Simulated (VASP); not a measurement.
# C (P6_3/mmc) in VASP: a series of runs

The runs below take C through relaxation of the atoms, with PBEsol.

All numbers are computed with VASP 6.6.1; they aren't measurements. Logs are shortened: lines on timing, memory, paths and dates and some standing lists are left out, and cuts for length are marked.

## 1. The cell of the first run

The structure is hexagonal, space group P6_3/mmc (No. 194). The conventional cell has a = 2.461 Å, b = 2.461 Å, c = 4.073 Å, α = 90.00°, β = 90.00°, γ = 120.00°. Within 2.0 Å of C (site symmetry 3m) lie 4 C at 1.51 to 1.52 Å.

## 2. Relaxation of the atoms, PBEsol (strained cell)

INCAR

```
PREC = Accurate
ENCUT = 520
EDIFF = 1E-6
ISMEAR = 0
SIGMA = 0.02
LREAL = False
LASPH = True
NELM = 100
ALGO = Normal
ISIF = 2
LWAVE = False
LCHARG = False
GGA = PS
IBRION = 2
NSW = 60
EDIFFG = -0.002
```

KPOINTS

```
Automatic mesh
0
Gamma
  9 9 6
```

POSCAR

```
C
1.0
    2.4612466108      0.0000000000      0.0000000000
   -1.2306233054      2.1315020900      0.0000000000
    0.0000000000      0.0000000000      4.0732164437
C
4
Direct
    0.3333333333      0.6666666667      0.0000300285
    0.6666666667      0.3333333333      0.5000300285
    0.3333333333      0.6666666667      0.3739699715
    0.6666666667      0.3333333333      0.8739699715
```

Potentials or basis: VASP PAW PBE potentials, release 64 (C).

Launch:

```sh
$ cat potpaw_PBE.64/C/POTCAR > POTCAR
$ mpirun -np 1 vasp_std > vasp.out
```

OUTCAR:

```text
PREC = Accurate
   ENCUT = 520
   EDIFF = 1E-6
   ISMEAR = 0
   LREAL = False
   LASPH = True
   NELM = 100
   ISIF = 2
   GGA = PS
   IBRION = 2
   NSW = 60
   EDIFFG = -0.002

 ion  position               nearest neighbor table
   1  0.333  0.667  0.000-   4 1.51   4 1.51   4 1.51   3 1.52
   2  0.667  0.333  0.500-   3 1.51   3 1.51   3 1.51   4 1.52
   3  0.333  0.667  0.374-   2 1.51   2 1.51   2 1.51   1 1.52
   4  0.667  0.333  0.874-   1 1.51   1 1.51   1 1.51   2 1.52

  LATTYP: Found a hexagonal cell.
 ALAT       =     2.4612466108
 C/A-ratio  =     1.6549403972

  Lattice vectors:

 A1 = (   2.4612466108,   0.0000000000,   0.0000000000)
 A2 = (  -1.2306233054,   2.1315020900,   0.0000000000)
 A3 = (   0.0000000000,   0.0000000000,   4.0732164437)

Analysis of symmetry for initial positions (statically):
=====================================================================
 Subroutine PRICEL returns:
 Original cell was already a primitive cell.

 Routine SETGRP: Setting up the symmetry group for a
 hexagonal supercell.

 Subroutine GETGRP returns: Found 24 space group operations
 (whereof  6 operations were pure point group operations)
 out of a pool of 24 trial point group operations.

The static configuration has the point symmetry C_3v.
 The point group associated with its full space group is D_6h.

Analysis of symmetry for dynamics (positions and initial velocities):
=====================================================================
 Subroutine PRICEL returns:
 Original cell was already a primitive cell.

 Routine SETGRP: Setting up the symmetry group for a
 hexagonal supercell.

 Subroutine GETGRP returns: Found 24 space group operations
 (whereof  6 operations were pure point group operations)
 out of a pool of 24 trial point group operations.

The dynamic configuration has the point symmetry C_3v.
 The point group associated with its full space group is D_6h.

 Subroutine INISYM returns: Found 24 space group operations
 (whereof  6 operations are pure point group operations),
 and found     1 'primitive' translations

----------------------------------------------------------------------------------------

                                     Primitive cell

  volume of cell :      21.3687

  direct lattice vectors                    reciprocal lattice vectors
     2.461246611  0.000000000  0.000000000     0.406298172  0.234576359  0.000000000
    -1.230623305  2.131502090  0.000000000     0.000000000  0.469152718  0.000000000
     0.000000000  0.000000000  4.073216444     0.000000000  0.000000000  0.245506227

  length of vectors
     2.461246611  2.461246611  4.073216444     0.469152719  0.469152718  0.245506227

  position of ions in fractional coordinates (direct lattice)
     0.333333333  0.666666667  0.000030028
     0.666666667  0.333333333  0.500030028
     0.333333333  0.666666667  0.373969972
     0.666666667  0.333333333  0.873969972

  ion indices of the primitive-cell ions
   primitive index   ion index
                 1           1
                 2           2
                 3           3
                 4           4

----------------------------------------------------------------------------------------

 KPOINTS: Automatic mesh

Automatic generation of k-mesh.
 Grid dimensions read from file:
 generate k-points for:    9    9    6

 Generating k-lattice:

  Cartesian coordinates                     Fractional coordinates (reciprocal lattice)
     0.045144241  0.026064040  0.000000000     0.111111111  0.000000000  0.000000000
     0.000000000  0.052128080  0.000000000     0.000000000  0.111111111  0.000000000
     0.000000000  0.000000000  0.040917704     0.000000000  0.000000000  0.166666667

  Length of vectors
     0.052128080  0.052128080  0.040917704

  Shift w.r.t. Gamma in fractional coordinates (k-lattice)
     0.000000000  0.000000000  0.000000000

 Subroutine IBZKPT returns following result:
 ===========================================

 Found     48 irreducible k-points:

 Following reciprocal coordinates:
            Coordinates               Weight
  0.000000  0.000000  0.000000      1.000000
  0.111111 -0.000000  0.000000      6.000000
  0.222222 -0.000000  0.000000      6.000000
  0.333333 -0.000000  0.000000      6.000000
  0.444444 -0.000000  0.000000      6.000000
  0.111111  0.111111  0.000000      6.000000
[... 16 lines left out ...]
  0.333333  0.222222  0.166667     24.000000
  0.333333  0.333333  0.166667      4.000000
 [... further k-points ...]
   k-points           NKPTS =     48   k-points in BZ     NKDIM =     48   number of bands    NBANDS=     12
   number of dos      NEDOS =    301   number of ions     NIONS =      4
   total plane-waves  NPLWV =   9720
   dimension x,y,z NGX =    18 NGY =   18 NGZ =   30
   dimension x,y,z NGXF=    36 NGYF=   36 NGZF=   60
   ions per type =               4
   NGX,Y,Z   is equivalent  to a cutoff of  12.16, 12.16, 12.24 a.u.
   NGXF,Y,Z  is equivalent  to a cutoff of  24.32, 24.32, 24.49 a.u.
 SYSTEM =  unknown system
   PREC   = accura    normal or accurate (medium, high low for compatibility)
   ISTART =      0    job   : 0-new  1-cont  2-samecut
   ICHARG =      2    charge: 1-file 2-atom 10-const
   ISPIN  =      1    spin polarized calculation?
   LNONCOLLINEAR =      F non collinear calculations
   LSORBIT =      F    spin-orbit coupling
   LASPH  =      T    aspherical Exc in radial PAW
   ENCUT  =  520.0 eV  38.22 Ry    6.18 a.u.   4.58  4.58  7.57*2*pi/ulx,y,z
   NELM   =    100;   NELMIN=  2; NELMDL= -5     # of ELM steps
   EDIFF  = 0.1E-05   stopping-criterion for ELM
   LREAL  =      F    real-space projection
   EDIFFG = -.2E-02   stopping-criterion for IOM
   NSW    =     60    number of steps for IOM
   IBRION =      2    ionic relax: 0-MD 1-quasi-New 2-CG
   NFREE  =      1    steps in history (QN), initial steepest desc. (CG)
   ISIF   =      2    stress and relaxation
   ISYM   =      2    0-nonsym 1-usesym 2-fastsym
   POTIM  = 0.5000    time-step for ionic-motion
   TEBEG  =    0.0;   TEEND  =   0.0 temperature during run
   PSTRESS=    0.0 pullay stress
   NELECT =      16.0000    total number of electrons
   NUPDOWN=      -1.0000    fix difference up-down
   EMIN   =  10.00;   EMAX   =-10.00  energy-range for DOS
   EFERMI =   0.00;   METHOD = LEGACY
   ISMEAR =     0;   SIGMA  =   0.02  broadening in eV -4-tet -1-fermi 0-gaus
   EFERMI_NEDOS =   21; number of points for ismear=-14 and -15
   IALGO  =     38    algorithm
   IMIX   =      4    mixing-type and parameters
     AMIX     =   0.40;   BMIX     =  1.00
     AMIX_MAG =   1.60;   BMIX_MAG =  1.00
  volume/ion in A,a.u.               =       5.34        36.05
  Fermi-wavevector in a.u.,A,eV,Ry     =   1.486581  2.809232 30.067845  2.209924
  Thomas-Fermi vector in A             =   2.599850
   LORBIT       =      0    0 simple, 1 ext, 2 COOP (PROOUT), +10 PAW based schemes
   GGA     = PS    functional components
   LHFCALC =     F    Hartree Fock is set to
   AEXX    =    0.0000 exact exchange contribution
   IVDW    =     0    specifies the selected vdW correction
   LEPSILON=     F    determine dielectric tensor
   LRPA    =     F    only Hartree local field effects (RPA)
 conjugate gradient relaxation of ions
 non-spin polarized calculation
 Gauss-broadening in eV      SIGMA  =   0.02
  energy-cutoff  :      520.00
  volume of cell :       21.37
 maximum number of plane-waves:       592
   NGX =  9   NGY =  9   NGZ = 15

--------------------------------------- Ionic step        1  -------------------------------------------

 number of electron      15.9999996 magnetization

 Free energy of the ion-electron system (eV)
  ---------------------------------------------------
  ext. energy  EPLUGINS =         0.00000000
  ---------------------------------------------------
  free energy    TOTEN  =       -38.30424611 eV

  energy without entropy =      -38.30424611  energy(sigma->0) =      -38.30424611

------------------------ aborting loop because EDIFF is reached ----------------------------------------

  FORCE on cell =-STRESS in cart. coord.  units (eV):
  Direction    XX          YY          ZZ          XY          YZ          ZX
  --------------------------------------------------------------------------------------
  -------------------------------------------------------------------------------------
  Total        3.1604793      3.1604793      4.4702352      0.0000000      0.0000000      0.0000000
  in kB      236.9655133    236.9655133    335.1680202      0.0000000      0.0000000      0.0000000
  external PRESSURE =     269.6996823 kB  Pullay stress =       0.0000000 kB

 VOLUME and BASIS-vectors are now :
 -----------------------------------------------------------------------------
  energy-cutoff  :      520.00
  volume of cell :       21.37
      direct lattice vectors                 reciprocal lattice vectors
     2.461246611  0.000000000  0.000000000     0.406298172  0.234576359  0.000000000
    -1.230623305  2.131502090  0.000000000     0.000000000  0.469152718  0.000000000
     0.000000000  0.000000000  4.073216444     0.000000000  0.000000000  0.245506227
[... 39 lines left out ...]
 POSITION                                       TOTAL-FORCE (eV/Angst)
 -----------------------------------------------------------------------------------
     -0.00000      1.42100      4.07132        -0.000000      0.000000      0.124251
      1.23062      0.71050      2.03471        -0.000000     -0.000000      0.124251
     -0.00000      1.42100      1.52528         0.000000      0.000000     -0.124251
      1.23062      0.71050      3.56189        -0.000000     -0.000000     -0.124251
 -----------------------------------------------------------------------------------
    total drift:                               -0.000000      0.000000     -0.000032

  FREE ENERGIE OF THE ION-ELECTRON SYSTEM (eV)
  ---------------------------------------------------
  free  energy   TOTEN  =       -38.3039116306 eV

  energy  without entropy=      -38.3039116306  energy(sigma->0) =      -38.30391163

--------------------------------------- Ionic step        3  -------------------------------------------

 number of electron      15.9999996 magnetization

 Free energy of the ion-electron system (eV)
  ---------------------------------------------------
  ext. energy  EPLUGINS =         0.00000000
  ---------------------------------------------------
  free energy    TOTEN  =       -38.30428863 eV

  energy without entropy =      -38.30428863  energy(sigma->0) =      -38.30428863

 E-fermi :  11.0845     XC(G=0): -13.7234

 val. band max:       10.9353713564   @ k =   0.0000   0.0000   0.0000
 cond. band min:      13.7795346633   @ k =   0.3333   0.3333   0.0000
 fundamental gap:      2.8441633069
 Fermi energy:        11.0844844184

 k-point     1 :       0.0000    0.0000    0.0000
  band No.  band energies     occupation
      1     -11.7707      2.00000
      2      -5.7079      2.00000
      3      -3.6045      2.00000
      4       7.5715      2.00000
      5       7.5715      2.00000
      6      10.3626      2.00000
      7      10.9354      2.00000
      8      10.9354      2.00000
      9      15.8439      0.00000
     10      15.8439      0.00000
     11      16.5440      0.00000
     12      19.6242      0.00000

 k-point     2 :       0.1111   -0.0000    0.0000
  band No.  band energies     occupation
      1     -11.4518      2.00000
      2      -5.4238      2.00000
      3      -3.3014      2.00000
      4       6.0745      2.00000
      5       6.9327      2.00000
      6       9.6701      2.00000
      7       9.8756      2.00000
      8      10.3675      2.00000
      9      16.0018      0.00000
     10      16.6703      0.00000
     11      17.0796      0.00000
     12      20.5378      0.00000
[... 316 lines left out ...]
 k-point    24 :       0.3333    0.3333    0.1667
  band No.  band energies     occupation
      1      -4.0866      2.00000
      2      -4.0866      2.00000
      3      -0.8326      2.00000
      4       0.0629      2.00000
      5       0.0629      2.00000
      6       2.9436      2.00000
      7       4.2364      2.00000
      8       4.2364      2.00000
      9      14.6886      0.00000
     10      21.9000      0.00000
     11      21.9000      0.00000
     12      23.9714      0.00000

 [... further k-points ...]
[... 5 lines left out ...]
  --------------------------------------------------------------------------------------
  -------------------------------------------------------------------------------------
  Total        3.1677402      3.1677402      4.4590262      0.0000000      0.0000000     -0.0000000
  in kB      237.5099198    237.5099198    334.3275948      0.0000000      0.0000000     -0.0000000
  external PRESSURE =     269.7824781 kB  Pullay stress =       0.0000000 kB

 VOLUME and BASIS-vectors are now :
 -----------------------------------------------------------------------------
  energy-cutoff  :      520.00
  volume of cell :       21.37
      direct lattice vectors                 reciprocal lattice vectors
     2.461246611  0.000000000  0.000000000     0.406298172  0.234576359  0.000000000
    -1.230623305  2.131502090  0.000000000     0.000000000  0.469152718  0.000000000
     0.000000000  0.000000000  4.073216444     0.000000000  0.000000000  0.245506227

 POSITION                                       TOTAL-FORCE (eV/Angst)
 -----------------------------------------------------------------------------------
     -0.00000      1.42100      4.07283        -0.000000      0.000000      0.000185
      1.23062      0.71050      2.03622         0.000000      0.000000      0.000185
     -0.00000      1.42100      1.52377        -0.000000      0.000000     -0.000185
      1.23062      0.71050      3.56038         0.000000     -0.000000     -0.000185
 -----------------------------------------------------------------------------------
    total drift:                               -0.000000      0.000000     -0.000031

  FREE ENERGIE OF THE ION-ELECTRON SYSTEM (eV)
  ---------------------------------------------------
  free  energy   TOTEN  =       -38.3042886251 eV

  energy  without entropy=      -38.3042886251  energy(sigma->0) =      -38.30428863

 reached required accuracy - stopping structural energy minimisation
```

Run time: 9.9 s. Hardware: 1 thread of Intel Xeon 6975P-C (Granite Rapids), shared host; peak memory 0.12 GiB.

What came out:

```
Free energy               : -38.3043 eV
Energy gained by relaxing : 0.0 meV/atom
Ionic steps               : 3
Pressure after relaxing   : 27.0 GPa
Band gap on the k mesh    : 2.84 eV, indirect (least direct gap 4.91 eV)
```

Final structure:
```
CELL_PARAMETERS angstrom
2.46125 0.00000 0.00000
-1.23062 2.13150 0.00000
0.00000 0.00000 4.07322
ATOMIC_POSITIONS crystal
C 0.33333 0.66667 0.99990
C 0.66667 0.33333 0.49990
C 0.33333 0.66667 0.37410
C 0.66667 0.33333 0.87410
```

Caveat: the cell differs from its parent crystal (strained cell); the PAW data sets were made with another functional, which shifts forces and pressure a little.

## 3. Relaxation of the atoms, PBEsol (strained cell)

INCAR

```
SYSTEM = C
PREC     = Accurate       ! precision mode
ENCUT    = 520            ! plane-wave cutoff, eV
EDIFF    = 1E-6           ! SCF threshold, eV
ISMEAR   = 0              ! smearing method
SIGMA    = 0.02           ! smearing width, eV
LREAL    = .False.        ! projectors in reciprocal space
LASPH    = .True.         ! aspherical terms in the spheres
NELM     = 100            ! most SCF steps
ALGO     = Normal         ! electronic algorithm
ISIF     = 2              ! what is computed and relaxed
LWAVE    = .False.        ! write WAVECAR
LCHARG   = .False.        ! write CHGCAR
GGA      = PS             ! functional
IBRION   = 2              ! ionic algorithm
NSW      = 60             ! ionic steps
EDIFFG   = -0.002         ! ionic threshold
```

KPOINTS

```
regular mesh
0
Gamma
  9 9 6
  0 0 0
```

POSCAR

```
C
1.0
    2.4612466108      0.0000000000      0.0000000000
   -1.2306233054      2.1315020900      0.0000000000
    0.0000000000      0.0000000000      4.1653029914
C
4
Direct
    0.3333333333      0.6666666667     -0.0001040127
    0.6666666667      0.3333333333      0.4998959873
    0.3333333333      0.6666666667      0.3741040127
    0.6666666667      0.3333333333      0.8741040127
```

Potentials or basis: VASP PAW PBE potentials, release 64 (C).

Launch:

```sh
$ cat potpaw_PBE.64/C/POTCAR > POTCAR
$ mpirun -np 1 vasp_std > vasp.out
```

It took 10 s on 1 thread of Intel Xeon 6975P-C (Granite Rapids), shared host; peak memory 0.12 GiB.

The run converged. Its results:

- Free energy: -38.3545 eV
- Energy gained by relaxing: 0.0 meV/atom
- Ionic steps: 3
- Pressure after relaxing: 15.1 GPa
- Band gap on the k mesh: 2.87 eV, indirect (least direct gap 4.94 eV)

Stress tensor (GPa, compression positive):
```
22.58  0.00  0.00
 0.00 22.58  0.00
 0.00  0.00  0.22
```

Step by step:
```
step  energy change (eV)  largest force (eV/Å)  pressure (GPa)
   1              0.0000                0.0616           15.19
   2              0.0006                0.1601           15.01
   3             -0.0001                0.0001           15.13
```

Final structure:
```
C
1.0
     2.46125    0.00000    0.00000
    -1.23062    2.13150    0.00000
     0.00000    0.00000    4.16530
C
4
Direct
  0.33333 0.66667 0.00010
  0.66667 0.33333 0.50010
  0.33333 0.66667 0.37390
  0.66667 0.33333 0.87390
```

Levels at points of the mesh, in eV from the valence-band top:
| k point | band 4 | band 5 | band 6 | band 7 | band 8 | band 9 | band 10 | band 11 | band 12 |
| --- | --- | --- | --- | --- | --- | --- | --- | --- | --- |
| (0.00, 0.00, 0.00) | -3.05 | -3.05 | -0.60 | 0.00 | 0.00 | 4.94 | 5.14 | 5.14 | 9.00 |
| (0.00, 0.00, 0.50) | -7.51 | -1.82 | -1.82 | -1.82 | -1.82 | 7.42 | 7.42 | 7.42 | 7.42 |

Caveat: the cell differs from its parent crystal (strained cell); the PAW data sets were made with another functional, which shifts forces and pressure a little. A k mesh can miss the band edges.

(Part 1 of 2 ends here.)
